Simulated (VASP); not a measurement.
# Al13Si3C3N13 (P1) in VASP: single point with PBEsol

Aim: the single point of Al13Si3C3N13 with PBEsol.

All numbers are computed with VASP 6.6.1; they aren't measurements. Logs are shortened: lines on timing, memory, paths and dates and some standing lists are left out, and cuts for length are marked.

## (1) The cell of the first run

The typed cell holds 96 atoms: a = 9.320 Å, b = 10.762 Å, c = 9.991 Å, α = 90.00°, β = 90.00°, γ = 90.00°.

## (2) Single point, PBEsol

The input, INCAR:

```
  PREC = Accurate
  ENCUT = 520
  EDIFF = 1E-6
  ISMEAR = -1
  SIGMA = 0.05
  LREAL = Auto
  LASPH = T
  NELM = 100
  ALGO = Normal
  ISIF = 2
  LWAVE = F
  LCHARG = F
  GGA = PS
  ISYM = 0
  NBANDS = 246
```

The input, KPOINTS:

```
Automatic mesh
0
Gamma
  1 1 1
  0.25 0.25 0.25
```

The input, POSCAR:

```
Al13Si3C3N13
1.0
    9.3199030000      0.0000000000      0.0000000000
    0.0000000000     10.7616960000      0.0000000000
    0.0000000000      0.0000000000      9.9913930000
Al Si C N
39 9 9 39
Direct
    0.1681540000      0.0854160000      0.2479970000
    0.1648030000      0.0834020000      0.7472340000
    0.9970990000      0.3330900000      0.2521060000
    0.9996660000      0.3330520000      0.7450480000
    0.4986790000      0.0848040000      0.2450770000
    0.4961440000      0.0833620000      0.7521110000
    0.3334600000      0.3307840000      0.2493330000
    0.3346350000      0.3326160000      0.7496790000
    0.1660140000      0.5830410000      0.2492250000
    0.1655780000      0.5795810000      0.7472430000
    0.0013310000      0.8357810000      0.2481200000
    0.9991100000      0.8361330000      0.7502580000
    0.8357000000      0.0843200000      0.2484160000
    0.8320690000      0.0835670000      0.7466410000
    0.6641670000      0.3334940000      0.2498200000
    0.6644510000      0.3353470000      0.7483920000
    0.4995370000      0.5813760000      0.2477740000
    0.3370890000      0.8336400000      0.2468420000
    0.8308730000      0.5815970000      0.2468010000
    0.8319220000      0.5837080000      0.7498890000
    0.6712260000      0.8336590000      0.2534840000
    0.9994740000      0.1675800000      0.4959220000
    0.9937180000      0.1682740000      0.9957510000
    0.3313250000      0.1666160000      0.5002240000
    0.3355790000      0.1660850000      0.0013240000
    0.1661390000      0.4194900000      0.4988370000
    0.1670700000      0.4146270000      0.0003320000
    0.9981920000      0.6671820000      0.5003060000
    0.0012580000      0.6658990000      0.9989480000
    0.6653100000      0.1665380000      0.4979750000
    0.6635990000      0.1668820000      0.9970650000
    0.4974060000      0.4151960000      0.4976400000
    0.3323560000      0.6631360000      0.4970680000
    0.1650350000      0.9190340000      0.5002330000
    0.8296780000      0.4167750000      0.4998530000
    0.8354500000      0.4155820000      0.0002030000
    0.6671310000      0.6611530000      0.4981030000
    0.5009760000      0.9185560000      0.4971870000
    0.8325880000      0.9164890000      0.4984090000
    0.4968360000      0.5831940000      0.7501050000
    0.3323190000      0.8299130000      0.7479840000
    0.6632160000      0.8347610000      0.7516340000
    0.5016240000      0.4152660000      0.9973890000
    0.3368080000      0.6669740000      0.9945470000
    0.1682110000      0.9155840000      0.0023110000
    0.6652130000      0.6627530000      0.9985970000
    0.5001880000      0.9171720000      0.9989570000
    0.8321480000      0.9182390000      0.0014790000
    0.9996940000      0.1675720000      0.1888220000
    0.3364460000      0.1674160000      0.1930510000
    0.1668130000      0.4177400000      0.1921300000
    0.6651620000      0.1688420000      0.1911220000
    0.4964530000      0.4137260000      0.1884160000
    0.8349850000      0.4156780000      0.1890620000
    0.0014610000      0.3324120000      0.9379410000
    0.3315930000      0.3316420000      0.9379990000
    0.6659080000      0.3315350000      0.9378450000
    0.0011880000      0.1676150000      0.6859170000
    0.3343260000      0.1649310000      0.6911270000
    0.1682940000      0.4193220000      0.6902650000
    0.0035680000      0.6677630000      0.1905260000
    0.0013540000      0.6667080000      0.6932730000
    0.6678330000      0.1654420000      0.6874330000
    0.4972920000      0.4196670000      0.6873590000
    0.3300860000      0.6667630000      0.1867050000
    0.3350650000      0.6667150000      0.6897670000
    0.1670390000      0.9171620000      0.1907020000
    0.1633930000      0.9211310000      0.6916500000
    0.8325750000      0.4170160000      0.6909340000
    0.6669140000      0.6668360000      0.1916120000
    0.6667320000      0.6681820000      0.6912250000
    0.4975090000      0.9150850000      0.1907660000
    0.4976000000      0.9188960000      0.6885070000
    0.8316610000      0.9160860000      0.1903730000
    0.8337770000      0.9141950000      0.6934540000
    0.1638790000      0.0842930000      0.4377170000
    0.1628210000      0.0836820000      0.9348970000
    0.0026750000      0.3348720000      0.4391850000
    0.4982690000      0.0832270000      0.4365450000
    0.4970030000      0.0862640000      0.9407390000
    0.3347260000      0.3350460000      0.4381320000
    0.1664870000      0.5830540000      0.4394580000
    0.1711940000      0.5821430000      0.9380420000
    0.9986340000      0.8364310000      0.4413090000
    0.0053380000      0.8318490000      0.9403130000
    0.8367750000      0.0816900000      0.4406750000
    0.8310960000      0.0802130000      0.9397510000
    0.6660110000      0.3341110000      0.4425510000
    0.5018180000      0.5789450000      0.4389900000
    0.5031510000      0.5846450000      0.9425620000
    0.3370080000      0.8336190000      0.4404540000
    0.3325250000      0.8322090000      0.9392930000
    0.8339960000      0.5877000000      0.4403060000
    0.8340740000      0.5809020000      0.9406370000
    0.6666060000      0.8306280000      0.4402020000
    0.6649840000      0.8326650000      0.9412910000
```

Potentials or basis: VASP PAW PBE potentials, release 64 (Al, Si, C, N).

The run is started by

```sh
$ cat potpaw_PBE.64/Al/POTCAR potpaw_PBE.64/Si/POTCAR potpaw_PBE.64/C/POTCAR potpaw_PBE.64/N/POTCAR > POTCAR
$ mpirun -np 1 vasp_std > vasp.out
```

OUTCAR:

```text
PREC = Accurate
   ENCUT = 520
   EDIFF = 1E-6
   ISMEAR = -1
   LREAL = Auto
   LASPH = T
   NELM = 100
   ISIF = 2
   GGA = PS
   ISYM = 0

 ion  position               nearest neighbor table
   1  0.168  0.085  0.248-  50 1.88  76 1.90  49 1.90  67 1.90  25 3.04   7 3.06  45 3.06  22 3.06
                            24 3.07   5 3.08  34 3.09  13 3.10  11 3.10   3 3.11  23 3.13  18 3.13
   2  0.165  0.083  0.747-  68 1.83  77 1.88  58 1.88  59 1.89  34 3.04  24 3.05  12 3.08  22 3.08
                             6 3.09  23 3.09   4 3.10  14 3.10   8 3.11  45 3.12  25 3.13  41 3.14
   3  0.997  0.333  0.252-  54 1.86  78 1.87  49 1.89  51 1.92  22 3.02  35 3.06  36 3.06  26 3.07
                            13 3.07  19 3.09  27 3.10  15 3.10   1 3.11  23 3.12   9 3.12   7 3.14
   4  1.000  0.333  0.745-  58 1.88  69 1.88  60 1.91  55 1.93  35 3.05  26 3.05  22 3.06  23 3.07
                            10 3.07   2 3.10  36 3.10  14 3.11  27 3.12  20 3.12   8 3.12  16 3.12
   5  0.499  0.085  0.245-  50 1.83  52 1.88  72 1.91  79 1.91  25 3.00  31 3.05  47 3.05   7 3.06
                             1 3.08  15 3.09  38 3.09  30 3.09  18 3.09  24 3.12  13 3.14  21 3.15
   6  0.496  0.083  0.752-  59 1.85  73 1.88  80 1.88  63 1.94  25 3.04  31 3.04  47 3.05   8 3.08
                            24 3.08   2 3.09  42 3.10  38 3.10  30 3.12  41 3.13  14 3.13  16 3.13
   7  0.333  0.331  0.249-  50 1.85  53 1.86  81 1.89  51 1.90  25 3.05  32 3.05   1 3.06   5 3.06
                            24 3.07  27 3.07  15 3.08  26 3.09  43 3.10  17 3.11   9 3.13   3 3.14
   8  0.335  0.333  0.750-  56 1.88  64 1.89  59 1.90  60 1.90  43 3.06  24 3.07  32 3.07  16 3.07
                             6 3.08  27 3.08  25 3.09  10 3.09  40 3.09  26 3.10   2 3.11   4 3.12
   9  0.166  0.583  0.249-  61 1.86  51 1.87  65 1.88  82 1.90  33 3.05  26 3.05  29 3.07  27 3.08
[... 59 lines left out ...]
  39  0.833  0.916  0.498-  84 1.86  86 1.87  95 1.89  75 1.95  21 3.01  14 3.06  11 3.08  12 3.08
                            13 3.08  38 3.09  28 3.10  34 3.10  42 3.11  30 3.11  22 3.12  37 3.15
  40  0.497  0.583  0.750-  66 1.86  64 1.87  71 1.92  90 1.92  44 3.00  46 3.06  43 3.06  41 3.07
                            33 3.08  10 3.09  16 3.09   8 3.09  37 3.09  32 3.10  42 3.12  20 3.12
  41  0.332  0.830  0.748-  66 1.85  73 1.91  92 1.91  68 1.94  44 3.02  40 3.07  34 3.08  33 3.08
                            42 3.08  47 3.10  45 3.11  12 3.11  38 3.11  10 3.11   6 3.13   2 3.14
  42  0.663  0.835  0.752-  71 1.89  96 1.90  75 1.90  73 1.90  47 3.03  41 3.08  46 3.08  48 3.09
                            38 3.09   6 3.10  14 3.11  39 3.11  40 3.12  20 3.13  12 3.13  37 3.15
  43  0.502  0.415  0.997-  57 1.87  90 1.90  53 1.91  56 1.92  16 3.04   8 3.06  40 3.06  46 3.07
                            31 3.07  15 3.07  17 3.07  25 3.10   7 3.10  36 3.11  44 3.11  27 3.12
  44  0.337  0.667  0.995-  90 1.86  92 1.86  83 1.88  65 1.92  40 3.00  41 3.02  46 3.06  10 3.09
                            17 3.09  47 3.09  18 3.09  45 3.10  43 3.11  29 3.13   9 3.13  27 3.14
  45  0.168  0.916  0.002-  85 1.87  67 1.88  92 1.88  77 1.93  11 3.03  18 3.04   1 3.06  12 3.09
                            47 3.09  44 3.10  29 3.11  41 3.11  25 3.11   2 3.12  48 3.13  23 3.17
  46  0.665  0.663  0.999-  90 1.82  94 1.89  96 1.92  70 1.93  19 3.05  20 3.05  17 3.06  40 3.06
                            44 3.06  43 3.07  42 3.08  36 3.10  29 3.13  47 3.14  21 3.14
  47  0.500  0.917  0.999-  96 1.88  92 1.91  80 1.91  72 1.92  42 3.03  18 3.04   6 3.05   5 3.05
                            25 3.09  31 3.09  44 3.09  48 3.09  45 3.09  41 3.10  21 3.13  46 3.14
  48  0.832  0.918  0.001-  87 1.85  74 1.89  96 1.91  85 1.96  13 3.05  11 3.06  21 3.07  12 3.08
                            23 3.08  42 3.09  47 3.09  31 3.10  14 3.11  45 3.13  29 3.14
  49  1.000  0.168  0.189-  13 1.87   3 1.89   1 1.90  23 1.93
  50  0.336  0.167  0.193-   5 1.83   7 1.85   1 1.88  25 1.92
  51  0.167  0.418  0.192-   9 1.87   7 1.90  27 1.92   3 1.92
  52  0.665  0.169  0.191-  15 1.87   5 1.88  13 1.92  31 1.94
  53  0.496  0.414  0.188-   7 1.86  15 1.89  17 1.90  43 1.91
  54  0.835  0.416  0.189-   3 1.86  19 1.88  36 1.89  15 1.92
[... 40 lines left out ...]
  95  0.667  0.831  0.440-  21 1.87  39 1.89  38 1.90  37 1.91
  96  0.665  0.833  0.941-  47 1.88  42 1.90  48 1.91  46 1.92

IMPORTANT INFORMATION: All symmetrisations will be switched off!
NOSYMM: (Re-)initialisation of all symmetry stuff for point group C_1.

----------------------------------------------------------------------------------------

                                     Primitive cell

[... 261 lines left out ...]
   IBRION =     -1    ionic relax: 0-MD 1-quasi-New 2-CG
   NFREE  =      0    steps in history (QN), initial steepest desc. (CG)
   ISIF   =      2    stress and relaxation
   ISYM   =      0    0-nonsym 1-usesym 2-fastsym
   POTIM  = 0.5000    time-step for ionic-motion
   TEBEG  =    0.0;   TEEND  =   0.0 temperature during run
   PSTRESS=    0.0 pullay stress
   NELECT =     384.0000    total number of electrons
   NUPDOWN=      -1.0000    fix difference up-down
   EMIN   =  10.00;   EMAX   =-10.00  energy-range for DOS
   EFERMI =   0.00;   METHOD = LEGACY
   ISMEAR =    -1;   SIGMA  =   0.05  broadening in eV -4-tet -1-fermi 0-gaus
   EFERMI_NEDOS =   21; number of points for ismear=-14 and -15
   IALGO  =     38    algorithm
   IMIX   =      4    mixing-type and parameters
     AMIX     =   0.40;   BMIX     =  1.00
     AMIX_MAG =   1.60;   BMIX_MAG =  1.00
  volume/ion in A,a.u.               =      10.44        70.44
  Fermi-wavevector in a.u.,A,eV,Ry     =   1.189084  2.247043 19.237559  1.413921
  Thomas-Fermi vector in A             =   2.325199
   LORBIT       =      0    0 simple, 1 ext, 2 COOP (PROOUT), +10 PAW based schemes
   GGA     = PS    functional components
   LHFCALC =     F    Hartree Fock is set to
   AEXX    =    0.0000 exact exchange contribution
   IVDW    =     0    specifies the selected vdW correction
   LEPSILON=     F    determine dielectric tensor
   LRPA    =     F    only Hartree local field effects (RPA)
 non-spin polarized calculation
  energy-cutoff  :      520.00
  volume of cell :     1002.12
 maximum number of plane-waves:     26981
 NGX is ok and might be reduce to    70
   NGX = 35   NGY = 41   NGZ = 37

 number of electron     384.0000001 magnetization

 Free energy of the ion-electron system (eV)
  ---------------------------------------------------
  ext. energy  EPLUGINS =         0.00000000
  ---------------------------------------------------
  free energy    TOTEN  =      -720.87053668 eV

  energy without entropy =     -720.72893461  energy(sigma->0) =     -720.79973564

 E-fermi :   9.0561     XC(G=0): -11.2059

 val. band max:        9.0229813596   @ k =  -0.2500   0.2500  -0.2500
 cond. band min:       9.1137385815   @ k =  -0.2500  -0.2500   0.2500
 fundamental gap:      0.0907572219
 Fermi energy:         9.0560807171

 k-point     1 :       0.2500    0.2500    0.2500
  band No.  band energies     occupation
      1     -11.7160      2.00000
      2     -10.9428      2.00000
      3     -10.7591      2.00000
      4     -10.2982      2.00000
      5      -9.6510      2.00000
      6      -9.5478      2.00000
[... 817 lines left out ...]
    203      10.3852      0.00000
    204      10.6618      0.00000
 [bands above 204 left out]

------------------------ aborting loop because EDIFF is reached ----------------------------------------

  FORCE on cell =-STRESS in cart. coord.  units (eV):
  Direction    XX          YY          ZZ          XY          YZ          ZX
  --------------------------------------------------------------------------------------
  -------------------------------------------------------------------------------------
  Total       28.8775943     17.5616597     19.8311374      0.4062226     -0.7802467      1.6732686
  in kB       46.1693159     28.0774708     31.7058975      0.6494661     -1.2474535      2.6752112
  external PRESSURE =      35.3175614 kB  Pullay stress =       0.0000000 kB

 VOLUME and BASIS-vectors are now :
 -----------------------------------------------------------------------------
  energy-cutoff  :      520.00
  volume of cell :     1002.12
      direct lattice vectors                 reciprocal lattice vectors
     9.319903000  0.000000000  0.000000000     0.107297254  0.000000000  0.000000000
     0.000000000 10.761696000  0.000000000     0.000000000  0.092922157  0.000000000
     0.000000000  0.000000000  9.991393000     0.000000000  0.000000000  0.100086144

 POSITION                                       TOTAL-FORCE (eV/Angst)
 -----------------------------------------------------------------------------------
      1.56718      0.91922      2.47784        -0.294877      1.159817      0.263875
      1.53595      0.89755      7.46591         0.094889      2.337750      0.157279
      9.29287      3.58461      2.51889         0.728148     -0.582502     -0.240831
      9.31679      3.58420      7.44407         0.212720      0.274794      1.161313
      4.64764      0.91263      2.44866         0.622740      0.703404      1.052722
      4.62401      0.89712      7.51464         0.723303      2.214435     -0.635462
[... 88 lines left out ...]
      6.21270      8.93897      4.39823        -0.127845     -0.097960      0.760074
      6.19759      8.96089      9.40481         0.345990     -0.257875     -0.733136
 -----------------------------------------------------------------------------------
    total drift:                                0.004612      0.017057     -0.017342

  FREE ENERGIE OF THE ION-ELECTRON SYSTEM (eV)
  ---------------------------------------------------
  free  energy   TOTEN  =      -720.8705366768 eV

  energy  without entropy=     -720.7289346112  energy(sigma->0) =     -720.79973564
```

Run time: 40 min. Hardware: 1 thread of Intel Xeon Platinum 8259CL at 2.50GHz (Skylake/Cascade Lake), shared host; peak memory 1.3 GiB.

What came out:

```yaml
Free_energy: -720.8705 eV
Pressure: 3.5 GPa
Largest_force: 5.419 eV/Å
Band_gap_on_the_k_mesh: 0.09 eV (least direct gap 0.10 eV)
```

Forces on the atoms (eV/Å):
```
Al  -0.295  1.160  0.264
Al   0.095  2.338  0.157
Al   0.728 -0.583 -0.241
Al   0.213  0.275  1.161
Al   0.623  0.703  1.053
Al   0.723  2.214 -0.635
Al  -1.022 -0.115  0.261
Al  -1.173 -0.165  0.273
Al  -0.695 -1.265  0.008
Al  -0.829 -0.899  0.319
Al  -0.137 -0.793  0.503
Al   0.420 -1.355 -0.192
Al  -0.518  1.262  0.492
Al   0.432  1.671 -0.045
Al   0.854 -0.297  0.189
Al   0.927 -0.606  0.237
Al  -0.311 -1.333  0.295
Al  -1.101 -0.103  0.935
Al   1.563 -1.068  0.438
Al   1.370 -1.870 -0.176
Al  -0.815  0.174 -0.239
Al   0.132  0.543 -0.788
Al   0.799  0.935  1.795
Al   0.108  0.394 -1.385
Al  -1.493  1.264  1.511
Al   0.161 -1.355 -0.853
Al  -0.371 -1.227  1.123
Al   0.469 -0.155 -0.550
Al   0.325 -1.137  1.571
Al   0.251  0.034 -1.255
Al   0.576  0.910  2.129
Al   0.319 -0.917 -1.279
Al   0.156  0.001 -1.427
Al   0.234  0.791 -1.360
Al   0.982 -0.486 -0.931
Al   0.102 -1.953  0.622
Al  -0.010  0.307 -1.079
Al   0.016  1.001 -1.371
Al   0.083  0.948 -0.650
Si   0.610 -0.779 -0.850
Si   0.653  0.555 -0.450
Si  -0.529 -0.450 -0.735
Si  -0.551 -4.484  2.067
Si  -2.034 -1.532  2.702
Si  -1.869  2.813  1.162
Si   2.123 -0.624  2.443
Si  -0.175  1.867  1.871
Si   1.656  1.775  1.509
C    0.224 -1.527 -0.199
C   -0.821 -1.717 -0.922
C   -0.005  1.289 -0.003
C    0.529 -1.949 -0.488
C    0.580  2.848 -2.161
C   -0.932  1.878  0.552
C   -0.253  0.713 -1.944
C    2.707  1.945 -0.583
C   -1.754  2.392 -0.819
N   -0.408 -1.497 -0.056
N   -0.199 -0.570 -0.555
N    0.338  0.154 -1.353
N   -0.852  1.698 -0.583
N   -0.288  1.019  0.159
N   -0.848 -0.754  0.297
N    0.250  3.457  0.329
N    1.230  1.560 -2.668
N    1.056  0.976  1.105
N    0.564 -1.411 -2.624
N    2.356 -2.851  0.361
N   -0.588  1.319 -1.164
N   -0.679  1.524 -3.081
N   -1.864  1.155  1.245
N    1.209 -1.182 -3.052
N    0.129 -2.314  1.132
N    0.237 -1.155 -2.557
N   -2.707 -1.310  0.458
N    0.607 -1.233  1.552
N    0.784 -4.055  0.381
N   -0.750  0.124  2.129
N    0.163 -1.066  1.588
N    0.515 -5.302 -0.994
N   -0.288 -0.285  2.085
N    0.069  1.804  0.959
N    2.201  3.368 -0.278
N    0.313 -0.579  0.120
N   -0.286  1.920  0.787
N   -0.960 -0.945  1.076
N   -0.576 -3.843 -0.965
N   -0.433  0.015  1.195
N   -0.400  1.810  0.776
N   -0.441  1.253 -1.661
N   -0.606 -0.577  0.330
N   -0.220 -0.032 -0.682
N   -0.324  0.203  0.559
N   -2.572  3.701 -0.411
N   -0.128 -0.098  0.760
N    0.346 -0.258 -0.733
```

Caveat: the cell stands under pressure; semilocal functionals underestimate gaps, and a narrow one can read as zero; the PAW data sets were made with another functional, which shifts forces and pressure a little; a shifted mesh leaves out Γ, where band edges can lie.
